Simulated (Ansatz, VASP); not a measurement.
# Two plane-wave programs on TaN

```
Ta N
1.0
     5.17892    0.00000    0.00000
    -2.58946    4.48508    0.00000
     0.00000    0.00000    2.89600
Ta N
3 3
Cartesian
  0.0000 2.9901 1.4480
  2.5895 1.4950 1.4480
  0.0000 0.0000 0.0000
  2.0372 0.0000 0.0000
  1.5708 2.7208 0.0000
  -1.0186 1.7643 0.0000
```

Alike in both runs: functional PBEsol; k mesh 12 × 12 × 12; occupations gaussian, width 0.1 eV; no spin polarisation.

Ansatz relaxed the structure, and its values are those at the end. VASP's run is a single point on that final structure, the one shown.

|  | VASP | Ansatz |
| --- | --- | --- |
| version | VASP 6.6.1 | Ansatz 0.2.0 |
| potentials or method | VASP PAW PBE potentials, release 64 (Ta_pv, N), cutoff 520 eV | scalar-relativistic, plane waves, PAW |
| valence electrons in the cell | 48 | 54 |

```csv
,VASP,Ansatz,Ansatz less VASP
gap on the k mesh at the Fermi level (eV),none,none,-
pressure (GPa),0.9,0.0,-0.88
rms of the force components (eV/Å),0.004,0.000,-0.0037
```

VASP's potentials were made for PBE, not for PBEsol. A gap of «none» marks a metal or a gap that the smearing closes. VASP's potentials hold 48 valence electrons a cell and Ansatz's 54, so a difference there can come from the potentials and not from the codes.

Neither program's run includes spin-orbit coupling.
